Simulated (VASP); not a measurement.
# Eu (Im-3m) in VASP: a series of runs

The runs below take Eu through single point, with PBE.

All numbers are computed with VASP 6.6.1; they aren't measurements. Logs are shortened: lines on timing, memory, paths and dates and some standing lists are left out, and cuts for length are marked.

### 1 The cell of the first run

The structure is cubic, space group Im-3m (No. 229). Conventional cell: a = 4.388 Å, b = 4.388 Å, c = 4.388 Å, α = 90.00°, β = 90.00°, γ = 90.00°. Within 5.0 Å of Eu (site symmetry m-3m) lie 14 Eu at 3.80 to 4.39 Å.

### 2 Single point, PBE, collinear spin, ferromagnetic start

Input file INCAR:

```
SYSTEM = Eu
ALGO     = Normal         ! electronic algorithm
EDIFF    = 1E-6           ! SCF threshold, eV
ENCUT    = 520            ! plane-wave cutoff, eV
GGA      = PE             ! functional
ISIF     = 2              ! what is computed and relaxed
ISMEAR   = -1             ! smearing method
ISPIN    = 2              ! spin polarisation
LASPH    = .True.         ! aspherical terms in the spheres
LCHARG   = .False.        ! write CHGCAR
LMAXMIX  = 6              ! l up to which the mixer works
LORBIT   = 11             ! projections on sites
LREAL    = .False.        ! projectors in reciprocal space
LWAVE    = .False.        ! write WAVECAR
MAGMOM   = 7.02           ! initial moments
NBANDS   = 18             ! bands
NELM     = 150            ! most SCF steps
PREC     = Accurate       ! precision mode
SIGMA    = 0.05           ! smearing width, eV
```

Input file KPOINTS:

```
k-points
0
Gamma
  6 6 6
  0 0 0
```

Input file POSCAR:

```
Eu
1.0
   -2.1939508085      2.1939508085      2.1939508085
    2.1939508085     -2.1939508085      2.1939508085
    2.1939508085      2.1939508085     -2.1939508085
Eu
1
Direct
    0.0000000000      0.0000000000      0.0000000000
```

Potentials or basis: VASP PAW PBE potentials, release 64 (Eu).

Command:

```bash
$ cat potpaw_PBE.64/Eu/POTCAR > POTCAR
$ mpirun -np 1 vasp_std > vasp.out
```

OUTCAR:

```text
SYSTEM = Eu
   EDIFF = 1E-6
   ENCUT = 520
   GGA = PE
   ISIF = 2
   ISMEAR = -1
   ISPIN = 2
   LASPH = .True.
   LORBIT = 11
   LREAL = .False.
   NELM = 150
   PREC = Accurate

 ion  position               nearest neighbor table
   1  0.000  0.000  0.000-

  LATTYP: Found a body centered cubic cell.
 ALAT       =     4.3879016170

  Lattice vectors:

 A1 = (  -2.1939508085,   2.1939508085,   2.1939508085)
 A2 = (   2.1939508085,  -2.1939508085,   2.1939508085)
 A3 = (   2.1939508085,   2.1939508085,  -2.1939508085)

Analysis of symmetry for initial positions (statically):
=====================================================================
 Subroutine PRICEL returns:
 Original cell was already a primitive cell.

 Routine SETGRP: Setting up the symmetry group for a
 body centered cubic supercell.

 Subroutine GETGRP returns: Found 48 space group operations
 (whereof 48 operations were pure point group operations)
 out of a pool of 48 trial point group operations.

The static configuration has the point symmetry O_h .

Analysis of symmetry for dynamics (positions and initial velocities):
=====================================================================
 Subroutine PRICEL returns:
 Original cell was already a primitive cell.

 Routine SETGRP: Setting up the symmetry group for a
 body centered cubic supercell.

 Subroutine GETGRP returns: Found 48 space group operations
 (whereof 48 operations were pure point group operations)
 out of a pool of 48 trial point group operations.

The dynamic configuration has the point symmetry O_h .

Analysis of structural, dynamic, and magnetic symmetry:
=====================================================================
 Subroutine PRICEL returns:
 Original cell was already a primitive cell.

 Routine SETGRP: Setting up the symmetry group for a
 body centered cubic supercell.

 Subroutine GETGRP returns: Found 48 space group operations
 (whereof 48 operations were pure point group operations)
 out of a pool of 48 trial point group operations.

The overall configuration has the point symmetry O_h .

 Subroutine INISYM returns: Found 48 space group operations
 (whereof 48 operations are pure point group operations),
 and found     1 'primitive' translations

----------------------------------------------------------------------------------------

                                     Primitive cell

  volume of cell :      42.2416

  direct lattice vectors                    reciprocal lattice vectors
    -2.193950808  2.193950808  2.193950808     0.000000000  0.227899367  0.227899367
[... 92 lines left out ...]
   IALGO  =     38    algorithm
   IMIX   =      4    mixing-type and parameters
     AMIX     =   0.40;   BMIX     =  1.00
     AMIX_MAG =   1.60;   BMIX_MAG =  1.00
  volume/ion in A,a.u.               =      42.24       285.06
  Fermi-wavevector in a.u.,A,eV,Ry     =   1.208679  2.284072 19.876813  1.460905
  Thomas-Fermi vector in A             =   2.344279
   LORBIT       =     11    0 simple, 1 ext, 2 COOP (PROOUT), +10 PAW based schemes
   GGA     = PE    functional components
   LHFCALC =     F    Hartree Fock is set to
   AEXX    =    0.0000 exact exchange contribution
   IVDW    =     0    specifies the selected vdW correction
   LEPSILON=     F    determine dielectric tensor
   LRPA    =     F    only Hartree local field effects (RPA)
 spin polarized calculation
  energy-cutoff  :      520.00
  volume of cell :       42.24
 maximum number of plane-waves:      1157
   NGX = 15   NGY = 15   NGZ = 15

 number of electron      16.9999992 magnetization       7.3961882

 Free energy of the ion-electron system (eV)
  ---------------------------------------------------
  ext. energy  EPLUGINS =         0.00000000
  ---------------------------------------------------
  free energy    TOTEN  =       -11.44499838 eV

  energy without entropy =      -11.42936090  energy(sigma->0) =      -11.43717964

 E-fermi :   2.1332     XC(G=0):  -8.8026

 val. band max:        2.1327310173   @ k =  -0.3333   0.3333   0.3333
 cond. band min:       2.1613969173   @ k =   0.3333   0.3333   0.0000
 fundamental gap:      0.0286659000
 Fermi energy:         2.1332465281

 spin component 1

 k-point     1 :       0.0000    0.0000    0.0000
  band No.  band energies     occupation
      1     -39.5472      1.00000
      2     -18.1088      1.00000
      3     -18.1088      1.00000
      4     -18.1088      1.00000
      5      -2.3228      1.00000
      6       1.5747      0.99999
[... 312 lines left out ...]
      4     -18.4176      1.00000
      5       0.9375      1.00000
      6       0.9375      1.00000
[... 10 lines left out ...]
     17       7.3509      0.00000
     18       7.3509      0.00000
 Fermi energy:         2.1332465281

 spin component 2

 k-point     1 :       0.0000    0.0000    0.0000
  band No.  band energies     occupation
      1     -36.4061      1.00000
      2     -15.7595      1.00000
      3     -15.7595      1.00000
      4     -15.7595      1.00000
      5      -1.4564      1.00000
      6       4.9298      0.00000
[... 313 lines left out ...]
      5       1.8317      0.99760
      6       1.8317      0.99760
[... 10 lines left out ...]
     17       8.6656      0.00000
     18       8.6656      0.00000

------------------------ aborting loop because EDIFF is reached ----------------------------------------

  FORCE on cell =-STRESS in cart. coord.  units (eV):
  Direction    XX          YY          ZZ          XY          YZ          ZX
  --------------------------------------------------------------------------------------
  -------------------------------------------------------------------------------------
  Total       -0.0827605     -0.0827605     -0.0827605      0.0000000      0.0000000     -0.0000000
  in kB       -3.1390143     -3.1390143     -3.1390143      0.0000000      0.0000000     -0.0000000
  external PRESSURE =      -3.1390143 kB  Pullay stress =       0.0000000 kB

 VOLUME and BASIS-vectors are now :
 -----------------------------------------------------------------------------
  energy-cutoff  :      520.00
  volume of cell :       42.24
      direct lattice vectors                 reciprocal lattice vectors
    -2.193950808  2.193950808  2.193950808     0.000000000  0.227899367  0.227899367
     2.193950808 -2.193950808  2.193950808     0.227899367  0.000000000  0.227899367
     2.193950808  2.193950808 -2.193950808     0.227899367  0.227899367  0.000000000

 POSITION                                       TOTAL-FORCE (eV/Angst)
 -----------------------------------------------------------------------------------
      0.00000      0.00000      0.00000         0.000000      0.000000      0.000000
 -----------------------------------------------------------------------------------
    total drift:                               -0.000000     -0.000000     -0.000000

  FREE ENERGIE OF THE ION-ELECTRON SYSTEM (eV)
  ---------------------------------------------------
  free  energy   TOTEN  =       -11.4449983805 eV

  energy  without entropy=      -11.4293608983  energy(sigma->0) =      -11.43717964

 total charge

# of ion       s       p       d       f       tot
--------------------------------------------------
    1        2.084   5.710   0.298   6.646  14.737

 magnetization (x)

# of ion       s       p       d       f       tot
--------------------------------------------------
    1       -0.003  -0.091   0.152   6.644   6.702
```

OSZICAR:

```text
N       E                     dE             d eps       ncg     rms          rms(c)
DAV:   1     0.100815721629E+03    0.10082E+03   -0.65409E+03  1392   0.410E+03
DAV:   2     0.629382127827E+01   -0.94522E+02   -0.84084E+02  1470   0.274E+02
DAV:   3    -0.753763689072E+01   -0.13831E+02   -0.13606E+02  1696   0.958E+01
DAV:   4    -0.901159284122E+01   -0.14740E+01   -0.14658E+01  2258   0.246E+01
DAV:   5    -0.910303837864E+01   -0.91446E-01   -0.91330E-01  1978   0.657E+00    0.293E+01
DAV:   6    -0.124890235190E+02   -0.33860E+01   -0.29955E+00  1532   0.167E+01    0.197E+01
DAV:   7    -0.115296135166E+02    0.95941E+00   -0.15049E+00  1794   0.226E+01    0.136E+01
DAV:   8    -0.114604889971E+02    0.69125E-01   -0.63559E-01  1678   0.175E+01    0.511E+00
DAV:   9    -0.114603574254E+02    0.13157E-03   -0.13842E-01  1874   0.787E+00    0.295E+00
DAV:  10    -0.114476683661E+02    0.12689E-01   -0.15798E-02  1988   0.146E+00    0.221E+00
DAV:  11    -0.114473614900E+02    0.30688E-03   -0.25234E-03  1998   0.552E-01    0.156E+00
DAV:  12    -0.114450043803E+02    0.23571E-02   -0.39661E-03  1708   0.128E+00    0.569E-01
DAV:  13    -0.114449787597E+02    0.25621E-04   -0.80237E-04  2106   0.507E-01    0.140E-01
DAV:  14    -0.114449944558E+02   -0.15696E-04   -0.66178E-05  2142   0.687E-02    0.772E-02
DAV:  15    -0.114449967183E+02   -0.22625E-05   -0.11074E-05  1990   0.648E-02    0.561E-02
DAV:  16    -0.114449993004E+02   -0.25821E-05   -0.96599E-06  1714   0.263E-02    0.168E-02
DAV:  17    -0.114449983805E+02    0.91983E-06   -0.12050E-06  1336   0.207E-02
   1 F= -.11444998E+02 E0= -.11437180E+02  d E =-.156375E-01  mag=     7.3960
```

stdout:

```text
POSCAR found type information on POSCAR Eu
 POSCAR found :  1 types and       1 ions
 scaLAPACK will be used
 LDA part: xc-table for (Slater+PW92), standard interpolation
 POSCAR, INCAR and KPOINTS ok, starting setup
 FFT: planning ... GRIDC
 FFT: planning ... GRID_SOFT
 FFT: planning ... GRID
 WAVECAR not read
 entering main loop
```

Run time: 19 s. Hardware: 1 thread of Intel Xeon 6975P-C (Granite Rapids), shared host; peak memory 0.18 GiB.

What came out:

```yaml
Free_energy: -11.4450 eV
Pressure: -0.3 GPa
Net_moment: 7.40 μB per cell
Site_moments: Eu +6.70 μB
Valence_electrons_inside_the_program's_atomic_spheres: Eu 14.74
```

Caveat: spin-orbit coupling is left out, which moves the levels of the heavy elements; semilocal functionals describe open f shells poorly, which spoils levels, moments and volumes. The state reached can hang on the start; a lower one may exist.

### 3 Single point, PBE, collinear spin, ferromagnetic start

Input file INCAR:

```
SYSTEM = Eu
  PREC = Accurate
  ENCUT = 520
  EDIFF = 1E-6
  ISMEAR = -1
  SIGMA = 0.05
  LREAL = .False.
  LASPH = .True.
  NELM = 150
  ALGO = Normal
  ISIF = 2
  LWAVE = .False.
  LCHARG = .True.
  ISPIN = 2
  MAGMOM = 7.02
  LORBIT = 11
  LMAXMIX = 6
  GGA = PE
  LELF = .True.
  LVHAR = .True.
  NBANDS = 18
```

Input file KPOINTS:

```
regular mesh
0
Gamma
  8 8 8
  0 0 0
```

POSCAR is that of step 2.

Potentials or basis: VASP PAW PBE potentials, release 64 (Eu).

Command:

```bash
$ cat potpaw_PBE.64/Eu/POTCAR > POTCAR
$ mpirun -np 1 vasp_std > vasp.out
```

Run time: 30 s. Hardware: 1 thread of Intel Xeon 6975P-C (Granite Rapids), shared host; peak memory 0.2 GiB.

The run converged. Its results:

```yaml
Free_energy: -11.4455 eV
Pressure: -0.3 GPa
Net_moment: 7.24 μB per cell
Site_moments: Eu +6.66 μB
Valence_electrons_inside_the_program's_atomic_spheres: Eu 14.73
```

Levels at points of the mesh, in eV from the Fermi level:
Spin up:
```
           k point  band 10  band 11  band 12  band 13  band 14  band 15
(0.00, 0.00, 0.00)    -0.37    -0.37    -0.33     1.82     1.82     1.82
(0.50, 0.00, 0.00)    -0.38    -0.37    -0.36     0.43     0.84     3.43
(0.50, 0.50, 0.50)    -0.49    -0.33    -0.33    -0.33     5.02     5.02
```
Spin down:
```tsv
k point	band 3	band 4	band 5	band 6	band 7	band 8
(0.00, 0.00, 0.00)	-17.89	-17.89	-3.64	2.79	2.79	2.79
(0.50, 0.00, 0.00)	-18.06	-17.89	-0.96	1.29	1.54	3.89
(0.50, 0.50, 0.50)	-18.27	-18.27	-0.34	-0.34	3.94	3.94
```

Caveat: spin-orbit coupling is left out, which moves the levels of the heavy elements; semilocal functionals describe open f shells poorly, which spoils levels, moments and volumes.

### 4 Single point, PBE, collinear spin, ferromagnetic start

Input file INCAR:

```
SYSTEM = Eu
ALGO     = Normal         ! electronic algorithm
EDIFF    = 1E-6           ! SCF threshold, eV
ENCUT    = 520            ! plane-wave cutoff, eV
GGA      = PE             ! functional
ISIF     = 2              ! what is computed and relaxed
ISMEAR   = -1             ! smearing method
ISPIN    = 2              ! spin polarisation
LASPH    = .True.         ! aspherical terms in the spheres
LCHARG   = .True.         ! write CHGCAR
LELF     = .True.         ! ELF
LMAXMIX  = 6              ! l up to which the mixer works
LORBIT   = 11             ! projections on sites
LREAL    = .False.        ! projectors in reciprocal space
LVHAR    = .True.       
LWAVE    = .False.        ! write WAVECAR
MAGMOM   = 7.02           ! initial moments
NBANDS   = 18             ! bands
NELM     = 150            ! most SCF steps
PREC     = Accurate       ! precision mode
SIGMA    = 0.05           ! smearing width, eV
```

Input file KPOINTS:

```
k-points
0
Gamma
  10 10 10
  0 0 0
```

POSCAR is that of step 3.

Command:

```bash
$ cat potpaw_PBE.64/Eu/POTCAR > POTCAR
$ mpirun -np 1 vasp_std > vasp.out
```

It took 41 s on 1 thread of Intel Xeon 6975P-C (Granite Rapids), shared host; peak memory 0.22 GiB.

It converged, with:

```yaml
Free_energy: -11.4440 eV
Pressure: -0.3 GPa
Net_moment: 7.30 μB per cell
Site_moments: Eu +6.68 μB
Valence_electrons_inside_the_program's_atomic_spheres: Eu 14.73
```

Levels at points of the mesh, in eV from the Fermi level:
Spin up:
| k point | band 10 | band 11 | band 12 | band 13 | band 14 | band 15 |
| --- | --- | --- | --- | --- | --- | --- |
| (0.00, 0.00, 0.00) | -0.38 | -0.38 | -0.34 | 1.79 | 1.79 | 1.79 |
| (0.50, 0.00, 0.00) | -0.39 | -0.38 | -0.37 | 0.40 | 0.80 | 3.41 |
| (0.50, 0.50, 0.50) | -0.50 | -0.34 | -0.34 | -0.34 | 4.98 | 4.98 |
Spin down:
```tsv
k point	band 1	band 2	band 3	band 4	band 5	band 6	band 7	band 8	band 9	band 10
(0.00, 0.00, 0.00)	-38.54	-17.89	-17.89	-17.89	-3.62	2.79	2.79	2.79	3.96	3.96
(0.50, 0.00, 0.00)	-38.49	-18.44	-18.07	-17.89	-0.95	1.30	1.56	3.89	4.21	4.27
(0.50, 0.50, 0.50)	-38.46	-18.27	-18.27	-18.27	-0.33	-0.33	3.94	3.94	3.94	4.13
```

Caveat: spin-orbit coupling is left out, which moves the levels of the heavy elements; semilocal functionals describe open f shells poorly, which spoils levels, moments and volumes. The state reached can hang on the start; a lower one may exist.

### 5 Summary

```tsv
k mesh	gap on the mesh (eV)	pressure (GPa)	moment (μB)
6 × 6 × 6	none	-0.3	7.40
8 × 8 × 8	none	-0.3	7.24
10 × 10 × 10	none	-0.3	7.30
```

Alike in all rows: task single point; level PBE; potentials or basis VASP PAW PBE potentials, release 64 (Eu); spin collinear, ferromagnetic start; cell as given; cutoff (eV) 520; smearing fermi-dirac 0.05 eV.

Caveats: spin-orbit coupling is left out, which moves the levels of the heavy elements; semilocal functionals describe open f shells poorly, which spoils levels, moments and volumes.

Absolute energies hang on the potentials; compare differences alone.
